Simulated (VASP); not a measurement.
Runs of VASP 6.6.1 on As. The structure is that of space group R-3m (No. 166), or close to it. The cells are those of the table. 

```csv
task,potentials or basis,cell,k mesh,gap on the mesh (eV),pressure (GPa),largest force (eV/Å)
single point,"VASP PAW PBE potentials, release 64 (As)","a = 4.079 Å, angles 54.5°, 2 atoms",13 × 13 × 13,none,5.7,0.43
electric field gradients,"VASP PAW PBE potentials, release 64 (As)","a = 4.079 Å, angles 54.5°, 2 atoms",13 × 13 × 13,none,5.7,0.43
electric field gradients,"VASP PAW PBE potentials, release 64 (As_d)","a = 4.106 Å, angles 54.5°, 2 atoms",10 × 10 × 10,none,3.7,0.24
single point,"VASP PAW PBE potentials, release 64 (As)","a = 4.187 Å, angles 54.5°, 2 atoms",13 × 13 × 13,none,-0.5,0.10
single point,"VASP PAW PBE potentials, release 64 (As)","a = 4.023 Å, angles 54.5°, 2 atoms",13 × 13 × 13,none,9.9,0.75
single point,"VASP PAW PBE potentials, release 64 (As)","a = 4.134 Å, angles 54.5°, 2 atoms",13 × 13 × 13,none,(a),0.15
electric field gradients,"VASP PAW PBE potentials, release 64 (As)","a = 4.106 Å, angles 54.5°, 2 atoms",13 × 13 × 13,none,3.9,0.28
electric field gradients,"VASP PAW PBE potentials, release 64 (As)","a = 4.023 Å, angles 54.5°, 2 atoms",13 × 13 × 13,none,9.9,0.75
```

Alike in all rows: level PBE; no spin polarisation; cutoff (eV) 520; smearing fermi-dirac 0.05 eV.

Problem. Fill in the values left out.

Solution. (a) 2.3.

Caveats: the cell stands under pressure (at least some runs).

A k mesh can miss the band edges, and the runs leave out spin-orbit coupling on As.

A gap of «none» marks levels without a gap at the run's occupations.

The runs don't all hold the same shells in valence.
